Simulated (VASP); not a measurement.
# H2Os3 (P-6m2) in VASP: notebook, part 2 of 3

VASP 6.6.1.

## (4) Relaxation of cell and atoms, PBE

This run uses another cell than the first one, of 12.52 Å³/atom.

INCAR reads:

```
  PREC = Accurate
  ENCUT = 600
  EDIFF = 1E-6
  ISMEAR = 0
  SIGMA = 0.1
  LREAL = F
  LASPH = T
  NELM = 100
  ALGO = Normal
  ISIF = 3
  LWAVE = F
  LCHARG = F
  GGA = PE
  IBRION = 2
  NSW = 90
  EDIFFG = -0.04
```

KPOINTS reads:

```
regular mesh
0
Gamma
  6 6 4
```

POSCAR reads:

```
H2Os3
1.0
    3.2738284600      0.0000000000      0.0000000000
   -1.6369142300      2.8352186100      0.0000000000
    0.0000000000      0.0000000000      6.7425664800
H Os
2 3
Direct
    0.6666666700      0.3333333300      0.1328401700
    0.6666666700      0.3333333300      0.8671598300
    0.0000000000      0.0000000000      0.3472138900
    0.0000000000      0.0000000000      0.6527861100
    0.3333333300      0.6666666700      0.0000000000
```

Potentials or basis: VASP PAW PBE potentials, release 64 (H, Os).

Started as:

```sh
$ cat potpaw_PBE.64/H/POTCAR potpaw_PBE.64/Os/POTCAR > POTCAR
$ mpirun -np 1 vasp_std > vasp.out
```

OUTCAR:

```text
PREC = Accurate
   ENCUT = 600
   EDIFF = 1E-6
   ISMEAR = 0
   LREAL = F
   LASPH = T
   NELM = 100
   ISIF = 3
   GGA = PE
   IBRION = 2
   NSW = 90
   EDIFFG = -0.04

 ion  position               nearest neighbor table
   1  0.667  0.333  0.133-   5 2.09   5 2.09   5 2.09
   2  0.667  0.333  0.867-   5 2.09   5 2.09   5 2.09
   3  0.000  0.000  0.347-   4 2.06   5 3.01   5 3.01   5 3.01
   4  0.000  0.000  0.653-   3 2.06   5 3.01   5 3.01   5 3.01
   5  0.333  0.667  0.000-   1 2.09   2 2.09   1 2.09   2 2.09   1 2.09   2 2.09   3 3.01   4 3.01
                             3 3.01   4 3.01   3 3.01   4 3.01

  LATTYP: Found a hexagonal cell.
 ALAT       =     3.2738284600
 C/A-ratio  =     2.0595356667

  Lattice vectors:

 A1 = (   3.2738284600,   0.0000000000,   0.0000000000)
 A2 = (  -1.6369142300,   2.8352186100,   0.0000000000)
 A3 = (   0.0000000000,   0.0000000000,   6.7425664800)

Analysis of symmetry for initial positions (statically):
=====================================================================
 Subroutine PRICEL returns:
 Original cell was already a primitive cell.

 Routine SETGRP: Setting up the symmetry group for a
 hexagonal supercell.

 Subroutine GETGRP returns: Found 12 space group operations
 (whereof 12 operations were pure point group operations)
 out of a pool of 24 trial point group operations.

The static configuration has the point symmetry D_3h.

Analysis of symmetry for dynamics (positions and initial velocities):
=====================================================================
 Subroutine PRICEL returns:
 Original cell was already a primitive cell.

 Routine SETGRP: Setting up the symmetry group for a
 hexagonal supercell.

 Subroutine GETGRP returns: Found 12 space group operations
 (whereof 12 operations were pure point group operations)
 out of a pool of 24 trial point group operations.

The dynamic configuration has the point symmetry D_3h.

 Subroutine INISYM returns: Found 12 space group operations
 (whereof 12 operations are pure point group operations),
[... 121 lines left out ...]
  Thomas-Fermi vector in A             =   2.356725
   LORBIT       =      0    0 simple, 1 ext, 2 COOP (PROOUT), +10 PAW based schemes
   GGA     = PE    functional components
   LHFCALC =     F    Hartree Fock is set to
   AEXX    =    0.0000 exact exchange contribution
   IVDW    =     0    specifies the selected vdW correction
   LEPSILON=     F    determine dielectric tensor
   LRPA    =     F    only Hartree local field effects (RPA)
 conjugate gradient relaxation of ions
 non-spin polarized calculation
 Gauss-broadening in eV      SIGMA  =   0.10
  energy-cutoff  :      600.00
  volume of cell :       62.58
 maximum number of plane-waves:      2133
 NGX is ok and might be reduce to    28
   NGX = 13   NGY = 13   NGZ = 27

--------------------------------------- Ionic step        1  -------------------------------------------

 number of electron      25.9999998 magnetization

 Free energy of the ion-electron system (eV)
  ---------------------------------------------------
  ext. energy  EPLUGINS =         0.00000000
  ---------------------------------------------------
  free energy    TOTEN  =       -33.58882726 eV

  energy without entropy =      -33.57262147  energy(sigma->0) =      -33.58072436

------------------------ aborting loop because EDIFF is reached ----------------------------------------

  FORCE on cell =-STRESS in cart. coord.  units (eV):
  Direction    XX          YY          ZZ          XY          YZ          ZX
  --------------------------------------------------------------------------------------
  -------------------------------------------------------------------------------------
  Total      -15.9044876    -15.9044875      9.1941634     -0.0000000      0.0000000      0.0000000
  in kB     -407.1576096   -407.1576085    235.3721600     -0.0000000      0.0000000      0.0000000
  external PRESSURE =    -192.9810194 kB  Pullay stress =       0.0000000 kB
[... 98 lines left out ...]
  FREE ENERGIE OF THE ION-ELECTRON SYSTEM (eV)
  ---------------------------------------------------
  free  energy   TOTEN  =       -37.0563247491 eV

  energy  without entropy=      -37.0437455459  energy(sigma->0) =      -37.05003515

[... ionic steps 4 to 18 ...]

--------------------------------------- Ionic step       19  -------------------------------------------

 number of electron      26.0000001 magnetization

------------------------ aborting loop because EDIFF is reached ----------------------------------------
[... 73 lines left out ...]
--------------------------------------- Ionic step       21  -------------------------------------------

 number of electron      26.0000001 magnetization

 Free energy of the ion-electron system (eV)
  ---------------------------------------------------
  ext. energy  EPLUGINS =         0.00000000
  ---------------------------------------------------
  free energy    TOTEN  =       -37.76789021 eV

  energy without entropy =      -37.75165458  energy(sigma->0) =      -37.75977240

 E-fermi :   8.3141     XC(G=0): -13.4107

 val. band max:        8.2691132808   @ k =   0.1667   0.1667   0.2500
 cond. band min:       8.3263962742   @ k =   0.3333   0.0000   0.2500
 fundamental gap:      0.0572829934
 Fermi energy:         8.3140738083

 k-point     1 :       0.0000    0.0000    0.0000
  band No.  band energies     occupation
      1      -4.3079      2.00000
      2      -2.0670      2.00000
      3       0.5870      2.00000
      4       4.0422      2.00000
      5       4.8176      2.00000
      6       4.8176      2.00000
[... 441 lines left out ...]
  FREE ENERGIE OF THE ION-ELECTRON SYSTEM (eV)
  ---------------------------------------------------
  free  energy   TOTEN  =       -37.7678902097 eV

  energy  without entropy=      -37.7516545805  energy(sigma->0) =      -37.75977240

 reached required accuracy - stopping structural energy minimisation
```

OSZICAR:

```text
N       E                     dE             d eps       ncg     rms          rms(c)
DAV:   1     0.178985432528E+03    0.17899E+03   -0.13013E+04   714   0.158E+03
DAV:   2    -0.133629893194E+02   -0.19235E+03   -0.18673E+03   725   0.460E+02
DAV:   3    -0.344186643782E+02   -0.21056E+02   -0.20141E+02  1052   0.995E+01
DAV:   4    -0.353805703080E+02   -0.96191E+00   -0.94433E+00   860   0.265E+01
[... 206 lines left out ...]
DAV:   2    -0.377679196517E+02   -0.70450E-04   -0.12632E-03   954   0.365E-01    0.572E-02
DAV:   3    -0.377679118161E+02    0.78356E-05   -0.27131E-04  1102   0.121E-01    0.511E-02
DAV:   4    -0.377678970219E+02    0.14794E-04   -0.99107E-05  1184   0.681E-02    0.359E-02
DAV:   5    -0.377678902218E+02    0.68000E-05   -0.18021E-05   737   0.346E-02    0.692E-03
DAV:   6    -0.377678902097E+02    0.12182E-07   -0.14835E-06   420   0.892E-03
  21 F= -.37767890E+02 E0= -.37759772E+02  d E =-.486947E-03
```

Run time: 5.3 min. Hardware: 1 thread of Intel Xeon 6975P-C (Granite Rapids), shared host; peak memory 0.21 GiB.

What came out:

```yaml
Free_energy: -37.7679 eV
Relaxed_volume: 9.93 Å³/atom
Relaxed_cell: a = 2.866 Å, b = 2.866 Å, c = 6.981 Å, α = 90.00°, β = 90.00°, γ = 120.00°
Space_group_after_relaxing_to_0.1_Å: P-6m2 (No. 187)
Energy_gained_by_relaxing: 835.8 meV/atom
Ionic_steps: 21
Pressure_after_relaxing: 0.1 GPa
Largest_force_after_relaxing: 0.013 eV/Å
Band_gap_on_the_k_mesh: zero (bands 13 and 14 overlap by 3.05 eV)
```

Forces on the atoms (eV/Å):
```
H    0.000  0.000  0.013
H    0.000  0.000 -0.013
Os   0.000  0.000 -0.006
Os   0.000  0.000  0.006
Os   0.000  0.000  0.000
```

Step by step:
```
step  energy change (eV)  largest force (eV/Å)  pressure (GPa)  volume (Å³)
   1              0.0000                7.0570          -19.30        62.58
   2             -2.9317                2.7474           19.18        48.83
   3             -3.4675                1.1670          -15.87        53.01
   4             -3.4776                1.2969          -13.92        52.66
   5             -3.3613                2.1034           34.90        45.55
   6             -3.6740                1.7111            4.01        49.33
   7             -3.9219                0.7333            4.44        48.76
   8             -3.9336                0.6417            5.33        48.61
   9             -3.9656                0.4468           -7.76        50.51
  10             -3.9771                0.5061           -3.51        49.85
  11             -4.0196                0.4457           -1.28        49.42
  12             -4.0404                0.3631            2.55        48.82
  13             -4.0638                0.3189            2.20        48.86
  14             -4.1187                0.1944            1.85        48.98
  15             -4.1675                0.0400            2.24        49.21
  16             -4.1685                0.0663            2.45        49.24
  17             -4.1735                0.2005           -2.67        50.03
  18             -4.1756                0.1468           -0.92        49.75
  19             -4.1785                0.1068            0.04        49.64
  20             -4.1786                0.1021            0.13        49.63
  21             -4.1791                0.0130            0.08        49.65
```

Final structure:
```cif
data_structure
_symmetry_space_group_name_H-M 'P 1'
_symmetry_Int_Tables_number 1
_cell_length_a 2.8658
_cell_length_b 2.8658
_cell_length_c 6.9814
_cell_angle_alpha 90.000
_cell_angle_beta 90.000
_cell_angle_gamma 120.000
_cell_volume 49.65
loop_
_atom_site_label
_atom_site_type_symbol
_atom_site_fract_x
_atom_site_fract_y
_atom_site_fract_z
_atom_site_occupancy
H1 H 0.66667 0.33333 0.20020 1
H2 H 0.66667 0.33333 0.79980 1
Os1 Os 0.00000 0.00000 0.31834 1
Os2 Os 0.00000 0.00000 0.68166 1
Os3 Os 0.33333 0.66667 0.00000 1
```

Caveat: the k points lie up to 0.42 Å⁻¹ apart in the final cell, too coarse for converged energies and pressures of a metal; the volume moved by over 15 % at a fixed basis, so the end points are rough; spin-orbit coupling is left out, which moves the levels of the heavy elements.

## (5) Single point, PBE, collinear spin

INCAR reads:

```
SYSTEM = H2Os3
PREC = Accurate
ENCUT = 520
EDIFF = 1E-7
ISMEAR = 0
SIGMA = 0.1
LREAL = .False.
LASPH = .True.
NELM = 150
ALGO = Normal
ISIF = 2
LWAVE = .False.
LCHARG = .True.
ISPIN = 2
MAGMOM = 0 0 1 1 1
LORBIT = 11
LMAXMIX = 4
GGA = PE
LELF = .True.
LVHAR = .True.
NBANDS = 25
```

KPOINTS reads:

```
Automatic mesh
0
Gamma
  6 6 4
  0 0 0
```

POSCAR reads:

```
H2Os3
1.0
    2.8677554458      0.0000000000      0.0000000000
   -1.4338777229      2.4835490679      0.0000000000
    0.0000000000      0.0000000000      6.9706263089
H Os
2 3
Direct
    0.6666666667      0.3333333333      0.2038759151
    0.6666666667      0.3333333333      0.7961240849
    0.0000000000      0.0000000000      0.3172753537
    0.0000000000      0.0000000000      0.6827246463
    0.3333333333      0.6666666667      0.0000000000
```

Potentials or basis: VASP PAW PBE potentials, release 64 (H, Os).

Started as:

```sh
$ cat potpaw_PBE.64/H/POTCAR potpaw_PBE.64/Os/POTCAR > POTCAR
$ mpirun -np 1 vasp_std > vasp.out
```

OUTCAR:

```text
SYSTEM = H2Os3
   PREC = Accurate
   ENCUT = 520
   EDIFF = 1E-7
   ISMEAR = 0
   LREAL = .False.
   LASPH = .True.
   NELM = 150
   ISIF = 2
   ISPIN = 2
   LORBIT = 11
   GGA = PE

 ion  position               nearest neighbor table
   1  0.667  0.333  0.204-   3 1.83   3 1.83   3 1.83
   2  0.667  0.333  0.796-   4 1.83   4 1.83   4 1.83
   3  0.000  0.000  0.317-   1 1.83   1 1.83   1 1.83   4 2.55   5 2.76   5 2.76   5 2.76
   4  0.000  0.000  0.683-   2 1.83   2 1.83   2 1.83   3 2.55   5 2.76   5 2.76   5 2.76
   5  0.333  0.667  0.000-   3 2.76   4 2.76   3 2.76   4 2.76   3 2.76   4 2.76

  LATTYP: Found a hexagonal cell.
 ALAT       =     2.8677554458
 C/A-ratio  =     2.4306906362

  Lattice vectors:

 A1 = (   2.8677554458,   0.0000000000,   0.0000000000)
 A2 = (  -1.4338777229,   2.4835490679,   0.0000000000)
 A3 = (   0.0000000000,   0.0000000000,   6.9706263089)

Analysis of symmetry for initial positions (statically):
=====================================================================
 Subroutine PRICEL returns:
 Original cell was already a primitive cell.

 Routine SETGRP: Setting up the symmetry group for a
 hexagonal supercell.

 Subroutine GETGRP returns: Found 12 space group operations
 (whereof 12 operations were pure point group operations)
 out of a pool of 24 trial point group operations.

The static configuration has the point symmetry D_3h.

Analysis of symmetry for dynamics (positions and initial velocities):
=====================================================================
 Subroutine PRICEL returns:
 Original cell was already a primitive cell.

 Routine SETGRP: Setting up the symmetry group for a
 hexagonal supercell.

 Subroutine GETGRP returns: Found 12 space group operations
 (whereof 12 operations were pure point group operations)
 out of a pool of 24 trial point group operations.

[... 168 lines left out ...]

 val. band max:        8.2994994981   @ k =   0.3333  -0.0000   0.2500
 cond. band min:       8.3135345082   @ k =   0.1667   0.1667   0.5000
 fundamental gap:      0.0140350102
 Fermi energy:         8.3015022362

 spin component 1

 k-point     1 :       0.0000    0.0000    0.0000
  band No.  band energies     occupation
      1      -4.3050      1.00000
      2      -2.1359      1.00000
      3       0.5758      1.00000
      4       4.0450      1.00000
      5       4.7977      1.00000
      6       4.7977      1.00000
[... 577 lines left out ...]
     24      20.1689      0.00000
     25      20.2735      0.00000
 Fermi energy:         8.3015022362

 spin component 2

 k-point     1 :       0.0000    0.0000    0.0000
  band No.  band energies     occupation
      1      -4.3049      1.00000
      2      -2.1358      1.00000
      3       0.5759      1.00000
      4       4.0451      1.00000
      5       4.7978      1.00000
      6       4.7978      1.00000
[... 577 lines left out ...]
     24      20.1690      0.00000
     25      20.2736      0.00000

------------------------ aborting loop because EDIFF is reached ----------------------------------------

  FORCE on cell =-STRESS in cart. coord.  units (eV):
  Direction    XX          YY          ZZ          XY          YZ          ZX
  --------------------------------------------------------------------------------------
  -------------------------------------------------------------------------------------
  Total        0.2568528      0.2568528      0.0952457     -0.0000000     -0.0000000      0.0000000
  in kB        8.2891155      8.2891155      3.0737569     -0.0000000     -0.0000000      0.0000000
  external PRESSURE =       6.5506627 kB  Pullay stress =       0.0000000 kB

 VOLUME and BASIS-vectors are now :
 -----------------------------------------------------------------------------
  energy-cutoff  :      520.00
  volume of cell :       49.65
      direct lattice vectors                 reciprocal lattice vectors
     2.867755446  0.000000000  0.000000000     0.348704769  0.201324792  0.000000000
    -1.433877723  2.483549068  0.000000000     0.000000000  0.402649584  0.000000000
     0.000000000  0.000000000  6.970626309     0.000000000  0.000000000  0.143459132

 POSITION                                       TOTAL-FORCE (eV/Angst)
 -----------------------------------------------------------------------------------
      1.43388      0.82785      1.42114        -0.000000     -0.000000     -0.018870
      1.43388      0.82785      5.54948        -0.000000     -0.000000      0.018870
      0.00000      0.00000      2.21161        -0.000000      0.000000      0.114251
      0.00000      0.00000      4.75902        -0.000000      0.000000     -0.114251
     -0.00000      1.65570      0.00000         0.000000      0.000000      0.000000
 -----------------------------------------------------------------------------------
    total drift:                                0.000000     -0.000000     -0.000000

  FREE ENERGIE OF THE ION-ELECTRON SYSTEM (eV)
  ---------------------------------------------------
  free  energy   TOTEN  =       -37.7626020920 eV

  energy  without entropy=      -37.7448834793  energy(sigma->0) =      -37.75374279

 total charge

# of ion       s       p       d       tot
------------------------------------------
    1        0.516   0.060   0.000   0.575
    2        0.516   0.060   0.000   0.575
    3        0.597   0.673   6.094   7.363
    4        0.597   0.673   6.094   7.363
    5        0.567   0.661   6.042   7.270
--------------------------------------------------
tot          2.792   2.125  18.230  23.147

 magnetization (x)

# of ion       s       p       d       tot
------------------------------------------
    1       -0.000   0.000   0.000  -0.000
    2       -0.000   0.000   0.000  -0.000
    3        0.000   0.000   0.000   0.000
    4        0.000   0.000   0.000   0.000
    5        0.000   0.000   0.000   0.000
--------------------------------------------------
tot         -0.000   0.000   0.000   0.000
```

Run time: 34 s. Hardware: 1 thread of Intel Xeon 6975P-C (Granite Rapids), shared host; peak memory 0.21 GiB.

Results:

```
Free energy                                           : -37.7626 eV
Pressure                                              : 0.7 GPa
Largest force                                         : 0.114 eV/Å
Band gap on the k mesh                                : zero (filled and empty bands overlap)
Net moment                                            : 0.00 μB per cell
Valence electrons inside the program's atomic spheres : H 0.57; Os 7.36, 7.27 (each value once)
```

Forces in eV/Å, atoms in the order of the input:
```
H    0.000  0.000 -0.019
H    0.000  0.000  0.019
Os   0.000  0.000  0.114
Os   0.000  0.000 -0.114
Os   0.000  0.000  0.000
```

Stress tensor (GPa, compression positive):
```
0.83 0.00 0.00
0.00 0.83 0.00
0.00 0.00 0.31
```

Levels at points of the mesh, in eV from the Fermi level:
Spin up:
```csv
k point,band 10,band 11,band 12,band 13,band 14,band 15,band 16,band 17
"(0.00, 0.00, 0.00)",-2.95,-2.70,-2.70,-0.94,-0.94,-0.55,-0.55,1.27
"(0.50, 0.00, 0.00)",-2.16,-0.19,1.10,1.33,1.53,1.53,1.85,2.32
"(0.00, 0.00, 0.50)",-2.71,-2.38,-2.38,-1.71,-1.71,0.39,0.39,0.88
"(0.50, 0.00, 0.50)",-0.86,-0.63,0.18,0.90,1.16,1.40,1.67,2.65
```
Spin down:
| k point | band 10 | band 11 | band 12 | band 13 | band 14 | band 15 | band 16 | band 17 |
| --- | --- | --- | --- | --- | --- | --- | --- | --- |
| (0.00, 0.00, 0.00) | -2.95 | -2.70 | -2.70 | -0.94 | -0.94 | -0.55 | -0.55 | 1.27 |
| (0.50, 0.00, 0.00) | -2.16 | -0.19 | 1.10 | 1.33 | 1.53 | 1.53 | 1.85 | 2.32 |
| (0.00, 0.00, 0.50) | -2.71 | -2.38 | -2.38 | -1.71 | -1.71 | 0.39 | 0.39 | 0.88 |
| (0.50, 0.00, 0.50) | -0.86 | -0.63 | 0.18 | 0.90 | 1.16 | 1.40 | 1.67 | 2.65 |

Caveat: the k points lie up to 0.42 Å⁻¹ apart, too coarse for converged energies and pressures of a metal; spin-orbit coupling is left out, which moves the levels of the heavy elements.

(Continued in part 3 of 3.)
